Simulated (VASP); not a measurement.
# C (P6_3/mmc) in VASP: notebook

The runs below take C through single point, with PBE.

Program: VASP 6.6.1. These are calculated values, not measurements. Logs are shortened: lines on timing, memory, paths and dates and some standing lists are left out, and cuts for length are marked.

## Step 1: The cell of the first run

It takes space group P6_3/mmc (No. 194, hexagonal). The conventional cell has a = 2.488 Å, b = 2.488 Å, c = 12.189 Å, α = 90.00°, β = 90.00°, γ = 120.00°. Within 2.0 Å of C (site symmetry 3m) lie 4 C at 1.52 Å. C (site symmetry 3m) has 4 C at 1.52 Å within 2.0 Å. C (site symmetry 3m) has 4 C at 1.52 Å within 2.0 Å.

## Step 2: Single point, PBE

The input, INCAR:

```
SYSTEM = C
PREC = Accurate ; ENCUT = 520
EDIFF = 1E-6 ; ISMEAR = -1
SIGMA = 0.05 ; LREAL = .FALSE.
LASPH = .TRUE. ; NELM = 80
ALGO = Normal ; ISIF = 2
LWAVE = .FALSE. ; LCHARG = .FALSE.
GGA = PE ; NBANDS = 36
```

The input, KPOINTS:

```
regular mesh
0
G
  12 12 3
  0 0 0
```

The input, POSCAR:

```
C
1.0
    2.4880133891      0.0000000000      0.0000000000
   -1.2440066945      2.1546827999      0.0000000000
    0.0000000000      0.0000000000     12.1887106107
C
12
Direct
    0.6666666667      0.3333333333      0.3541700000
    0.3333333333      0.6666666667      0.8541700000
    0.6666666667      0.3333333333      0.1458300000
    0.3333333333      0.6666666667      0.6458300000
    0.6666666667      0.3333333333      0.4791700000
    0.3333333333      0.6666666667      0.9791700000
    0.6666666667      0.3333333333      0.0208300000
    0.3333333333      0.6666666667      0.5208300000
    0.0000000000      0.0000000000      0.8125000000
    0.0000000000      0.0000000000      0.3125000000
    0.0000000000      0.0000000000      0.6875000000
    0.0000000000      0.0000000000      0.1875000000
```

Potentials or basis: VASP PAW PBE potentials, release 64 (C).

Launch:

```sh
$ cat potpaw_PBE.64/C/POTCAR > POTCAR
$ mpirun -np 1 vasp_std > vasp.out
```

OUTCAR:

```text
SYSTEM = C
   PREC = Accurate
   ENCUT = 520
   EDIFF = 1E-6
   ISMEAR = -1
   LREAL = .FALSE.
   LASPH = .TRUE.
   NELM = 80
   ISIF = 2
   GGA = PE

 ion  position               nearest neighbor table
   1  0.667  0.333  0.354-   5 1.52  10 1.52  10 1.52  10 1.52
   2  0.333  0.667  0.854-   6 1.52   9 1.52   9 1.52   9 1.52
   3  0.667  0.333  0.146-   7 1.52  12 1.52  12 1.52  12 1.52
   4  0.333  0.667  0.646-   8 1.52  11 1.52  11 1.52  11 1.52
   5  0.667  0.333  0.479-   8 1.52   8 1.52   8 1.52   1 1.52
   6  0.333  0.667  0.979-   7 1.52   7 1.52   7 1.52   2 1.52
   7  0.667  0.333  0.021-   6 1.52   6 1.52   6 1.52   3 1.52
   8  0.333  0.667  0.521-   5 1.52   5 1.52   5 1.52   4 1.52
   9  0.000  0.000  0.812-  11 1.52   2 1.52   2 1.52   2 1.52
  10  0.000  0.000  0.312-  12 1.52   1 1.52   1 1.52   1 1.52
  11  0.000  0.000  0.688-   9 1.52   4 1.52   4 1.52   4 1.52
  12  0.000  0.000  0.188-  10 1.52   3 1.52   3 1.52   3 1.52

  LATTYP: Found a hexagonal cell.
 ALAT       =     2.4880133891
 C/A-ratio  =     4.8989730779

  Lattice vectors:

 A1 = (   2.4880133891,   0.0000000000,   0.0000000000)
 A2 = (  -1.2440066945,   2.1546827999,   0.0000000000)
 A3 = (   0.0000000000,   0.0000000000,  12.1887106107)

Analysis of symmetry for initial positions (statically):
=====================================================================
 Subroutine PRICEL returns:
 Original cell was already a primitive cell.

 Routine SETGRP: Setting up the symmetry group for a
 hexagonal supercell.

 Subroutine GETGRP returns: Found 24 space group operations
 (whereof 12 operations were pure point group operations)
 out of a pool of 24 trial point group operations.

The static configuration has the point symmetry D_3d.
 The point group associated with its full space group is D_6h.

Analysis of symmetry for dynamics (positions and initial velocities):
=====================================================================
 Subroutine PRICEL returns:
 Original cell was already a primitive cell.

 Routine SETGRP: Setting up the symmetry group for a
 hexagonal supercell.

 Subroutine GETGRP returns: Found 24 space group operations
 (whereof 12 operations were pure point group operations)
 out of a pool of 24 trial point group operations.

The dynamic configuration has the point symmetry D_3d.
 The point group associated with its full space group is D_6h.

 Subroutine INISYM returns: Found 24 space group operations
 (whereof 12 operations are pure point group operations),
 and found     1 'primitive' translations

----------------------------------------------------------------------------------------

                                     Primitive cell

  volume of cell :      65.3422

  direct lattice vectors                    reciprocal lattice vectors
     2.488013389  0.000000000  0.000000000     0.401927097  0.232052718  0.000000000
    -1.244006694  2.154682800  0.000000000     0.000000000  0.464105436  0.000000000
     0.000000000  0.000000000 12.188710611     0.000000000  0.000000000  0.082043133

  length of vectors
     2.488013389  2.488013389 12.188710611     0.464105436  0.464105436  0.082043133

  position of ions in fractional coordinates (direct lattice)
     0.666666667  0.333333333  0.354170000
     0.333333333  0.666666667  0.854170000
     0.666666667  0.333333333  0.145830000
     0.333333333  0.666666667  0.645830000
     0.666666667  0.333333333  0.479170000
     0.333333333  0.666666667  0.979170000
     0.666666667  0.333333333  0.020830000
     0.333333333  0.666666667  0.520830000
     0.000000000  0.000000000  0.812500000
     0.000000000  0.000000000  0.312500000
     0.000000000  0.000000000  0.687500000
     0.000000000  0.000000000  0.187500000

  ion indices of the primitive-cell ions
   primitive index   ion index
                 1           1
                 2           2
                 3           3
                 4           4
                 5           5
                 6           6
                 7           7
                 8           8
                 9           9
                10          10
                11          11
                12          12

----------------------------------------------------------------------------------------

 KPOINTS: regular mesh

Automatic generation of k-mesh.
 Grid dimensions read from file:
 generate k-points for:   12   12    3

 Generating k-lattice:

  Cartesian coordinates                     Fractional coordinates (reciprocal lattice)
     0.033493925  0.019337726  0.000000000     0.083333333 -0.000000000  0.000000000
     0.000000000  0.038675453  0.000000000     0.000000000  0.083333333  0.000000000
     0.000000000  0.000000000  0.027347711     0.000000000  0.000000000  0.333333333

  Length of vectors
     0.038675453  0.038675453  0.027347711

  Shift w.r.t. Gamma in fractional coordinates (k-lattice)
     0.000000000  0.000000000  0.000000000

 Subroutine IBZKPT returns following result:
 ===========================================

 Found     38 irreducible k-points:

 Following reciprocal coordinates:
            Coordinates               Weight
  0.000000  0.000000  0.000000      1.000000
  0.083333 -0.000000  0.000000      6.000000
  0.166667 -0.000000  0.000000      6.000000
  0.250000  0.000000  0.000000      6.000000
  0.333333 -0.000000  0.000000      6.000000
  0.416667 -0.000000  0.000000      6.000000
[... 16 lines left out ...]
  0.250000  0.000000  0.333333     12.000000
  0.333333 -0.000000  0.333333     12.000000
 [... further k-points ...]
   k-points           NKPTS =     38   k-points in BZ     NKDIM =     38   number of bands    NBANDS=     36
   number of dos      NEDOS =    301   number of ions     NIONS =     12
   total plane-waves  NPLWV =  38400
   dimension x,y,z NGX =    20 NGY =   20 NGZ =   96
   dimension x,y,z NGXF=    40 NGYF=   40 NGZF=  192
   ions per type =              12
   NGX,Y,Z   is equivalent  to a cutoff of  13.36, 13.36, 13.09 a.u.
   NGXF,Y,Z  is equivalent  to a cutoff of  26.73, 26.73, 26.19 a.u.
 SYSTEM =  C
   PREC   = accura    normal or accurate (medium, high low for compatibility)
   ISTART =      0    job   : 0-new  1-cont  2-samecut
   ICHARG =      2    charge: 1-file 2-atom 10-const
   ISPIN  =      1    spin polarized calculation?
   LNONCOLLINEAR =      F non collinear calculations
   LSORBIT =      F    spin-orbit coupling
   LASPH  =      T    aspherical Exc in radial PAW
   ENCUT  =  520.0 eV  38.22 Ry    6.18 a.u.   4.63  4.63 22.66*2*pi/ulx,y,z
   NELM   =     80;   NELMIN=  2; NELMDL= -5     # of ELM steps
   EDIFF  = 0.1E-05   stopping-criterion for ELM
   LREAL  =      F    real-space projection
   EDIFFG = 0.1E-04   stopping-criterion for IOM
   NSW    =      0    number of steps for IOM
   IBRION =     -1    ionic relax: 0-MD 1-quasi-New 2-CG
   NFREE  =      0    steps in history (QN), initial steepest desc. (CG)
   ISIF   =      2    stress and relaxation
   ISYM   =      2    0-nonsym 1-usesym 2-fastsym
   POTIM  = 0.5000    time-step for ionic-motion
   TEBEG  =    0.0;   TEEND  =   0.0 temperature during run
   PSTRESS=    0.0 pullay stress
   NELECT =      48.0000    total number of electrons
   NUPDOWN=      -1.0000    fix difference up-down
   EMIN   =  10.00;   EMAX   =-10.00  energy-range for DOS
   EFERMI =   0.00;   METHOD = LEGACY
   ISMEAR =    -1;   SIGMA  =   0.05  broadening in eV -4-tet -1-fermi 0-gaus
   EFERMI_NEDOS =   21; number of points for ismear=-14 and -15
   IALGO  =     38    algorithm
   IMIX   =      4    mixing-type and parameters
     AMIX     =   0.40;   BMIX     =  1.00
     AMIX_MAG =   1.60;   BMIX_MAG =  1.00
  volume/ion in A,a.u.               =       5.45        36.75
  Fermi-wavevector in a.u.,A,eV,Ry     =   1.477148  2.791405 29.687447  2.181966
  Thomas-Fermi vector in A             =   2.591588
   LORBIT       =      0    0 simple, 1 ext, 2 COOP (PROOUT), +10 PAW based schemes
   GGA     = PE    functional components
   LHFCALC =     F    Hartree Fock is set to
   AEXX    =    0.0000 exact exchange contribution
   IVDW    =     0    specifies the selected vdW correction
   LEPSILON=     F    determine dielectric tensor
   LRPA    =     F    only Hartree local field effects (RPA)
 non-spin polarized calculation
  energy-cutoff  :      520.00
  volume of cell :       65.34
 maximum number of plane-waves:      1788
 NGX is ok and might be reduce to    20
   NGX =  9   NGY =  9   NGZ = 45

 number of electron      48.0000001 magnetization

 Free energy of the ion-electron system (eV)
  ---------------------------------------------------
  ext. energy  EPLUGINS =         0.00000000
  ---------------------------------------------------
  free energy    TOTEN  =      -108.81017541 eV

  energy without entropy =     -108.81017541  energy(sigma->0) =     -108.81017541

 E-fermi :  11.4749     XC(G=0): -13.4549

 val. band max:       10.4282038232   @ k =   0.0000   0.0000   0.0000
 cond. band min:      14.9167918280   @ k =   0.3333  -0.0000   0.0000
 fundamental gap:      4.4885880048
 Fermi energy:        11.4748845512

 k-point     1 :       0.0000    0.0000    0.0000
  band No.  band energies     occupation
      1     -11.7136      2.00000
      2     -10.9473      2.00000
      3     -10.9000      2.00000
      4      -8.6127      2.00000
      5      -8.5889      2.00000
      6      -5.6750      2.00000
[... 28 lines left out ...]
     35      18.5225      0.00000
     36      18.7955      0.00000

 k-point     2 :       0.0833   -0.0000    0.0000
  band No.  band energies     occupation
      1     -11.5381      2.00000
      2     -10.7731      2.00000
      3     -10.7255      2.00000
      4      -8.4434      2.00000
      5      -8.4190      2.00000
      6      -5.5196      2.00000
[... 28 lines left out ...]
     35      19.0952      0.00000
     36      19.2254      0.00000

 k-point     3 :       0.1667   -0.0000    0.0000
  band No.  band energies     occupation
      1     -11.0133      2.00000
      2     -10.2529      2.00000
      3     -10.2035      2.00000
      4      -7.9386      2.00000
      5      -7.9119      2.00000
      6      -5.0561      2.00000
[... 28 lines left out ...]
     35      19.4443      0.00000
     36      20.5395      0.00000

 k-point     4 :       0.2500    0.0000    0.0000
  band No.  band energies     occupation
      1     -10.1452      2.00000
      2      -9.3937      2.00000
      3      -9.3405      2.00000
      4      -7.1082      2.00000
      5      -7.0762      2.00000
      6      -4.2931      2.00000
[... 28 lines left out ...]
     35      19.9891      0.00000
     36      21.3731      0.00000

 k-point     5 :       0.3333   -0.0000    0.0000
  band No.  band energies     occupation
      1      -8.9485      2.00000
      2      -8.2140      2.00000
      3      -8.1513      2.00000
      4      -5.9835      2.00000
      5      -5.9364      2.00000
      6      -3.2649      2.00000
[... 655 lines left out ...]
 k-point    22 :       0.1667   -0.0000    0.3333
  band No.  band energies     occupation
      1     -10.9258      2.00000
      2     -10.6640      2.00000
      3      -9.6221      2.00000
      4      -8.8518      2.00000
      5      -6.8648      2.00000
      6      -5.7480      2.00000
[... 28 lines left out ...]
     35      19.5202      0.00000
     36      20.2562      0.00000

 k-point    23 :       0.2500    0.0000    0.3333
  band No.  band energies     occupation
      1     -10.0585      2.00000
      2      -9.7990      2.00000
      3      -8.7671      2.00000
      4      -8.0059      2.00000
      5      -6.0504      2.00000
      6      -4.9604      2.00000
[... 28 lines left out ...]
     35      20.5002      0.00000
     36      20.7968      0.00000

 k-point    24 :       0.3333   -0.0000    0.3333
  band No.  band energies     occupation
      1      -8.8630      2.00000
      2      -8.6076      2.00000
      3      -7.5936      2.00000
      4      -6.8493      2.00000
      5      -4.9530      2.00000
      6      -3.9082      2.00000
[... 28 lines left out ...]
     35      19.8903      0.00000
     36      20.6206      0.00000

 [... further k-points ...]

------------------------ aborting loop because EDIFF is reached ----------------------------------------

  FORCE on cell =-STRESS in cart. coord.  units (eV):
  Direction    XX          YY          ZZ          XY          YZ          ZX
  --------------------------------------------------------------------------------------
  -------------------------------------------------------------------------------------
  Total        7.8656624      7.8656624     11.5792504      0.0000000      0.0000000      0.0000000
  in kB      192.8643946    192.8643946    283.9207964      0.0000000      0.0000000      0.0000000
  external PRESSURE =     223.2165286 kB  Pullay stress =       0.0000000 kB

 VOLUME and BASIS-vectors are now :
 -----------------------------------------------------------------------------
  energy-cutoff  :      520.00
  volume of cell :       65.34
      direct lattice vectors                 reciprocal lattice vectors
     2.488013389  0.000000000  0.000000000     0.401927097  0.232052718  0.000000000
    -1.244006694  2.154682800  0.000000000     0.000000000  0.464105436  0.000000000
     0.000000000  0.000000000 12.188710611     0.000000000  0.000000000  0.082043133

 POSITION                                       TOTAL-FORCE (eV/Angst)
 -----------------------------------------------------------------------------------
      1.24401      0.71823      4.31688         0.000000     -0.000000      0.336220
     -0.00000      1.43646     10.41123        -0.000000      0.000000      0.336220
      1.24401      0.71823      1.77748        -0.000000     -0.000000     -0.336220
     -0.00000      1.43646      7.87183         0.000000      0.000000     -0.336220
      1.24401      0.71823      5.84046        -0.000000     -0.000000     -0.028110
     -0.00000      1.43646     11.93482        -0.000000      0.000000     -0.028110
      1.24401      0.71823      0.25389        -0.000000     -0.000000      0.028110
     -0.00000      1.43646      6.34825        -0.000000      0.000000      0.028110
      0.00000      0.00000      9.90333         0.000000      0.000000      0.355695
      0.00000      0.00000      3.80897         0.000000      0.000000      0.355695
      0.00000      0.00000      8.37974         0.000000     -0.000000     -0.355695
      0.00000      0.00000      2.28538        -0.000000      0.000000     -0.355695
 -----------------------------------------------------------------------------------
    total drift:                               -0.000000      0.000000      0.000000

  FREE ENERGIE OF THE ION-ELECTRON SYSTEM (eV)
  ---------------------------------------------------
  free  energy   TOTEN  =      -108.8101754073 eV

  energy  without entropy=     -108.8101754073  energy(sigma->0) =     -108.81017541
```

It took 82 s on 1 thread of AMD EPYC 7R43 (Zen 3), shared host; peak memory 0.17 GiB.

Results:

```
Free energy            : -108.8102 eV
Pressure               : 22.3 GPa
Largest force          : 0.356 eV/Å
Band gap on the k mesh : 4.49 eV (least direct gap 5.39 eV)
```

Forces on the atoms (eV/Å):
```
C    0.000  0.000  0.336
C    0.000  0.000  0.336
C    0.000  0.000 -0.336
C    0.000  0.000 -0.336
C    0.000  0.000 -0.028
C    0.000  0.000 -0.028
C    0.000  0.000  0.028
C    0.000  0.000  0.028
C    0.000  0.000  0.356
C    0.000  0.000  0.356
C    0.000  0.000 -0.356
C    0.000  0.000 -0.356
```

Stress tensor (GPa, compression positive):
```
19.29  0.00  0.00
 0.00 19.29  0.00
 0.00  0.00 28.39
```

Caveat: the cell stands under pressure; an odd mesh through Γ misses points on the zone boundary, where band edges can lie.

[end of part 1 of 2]
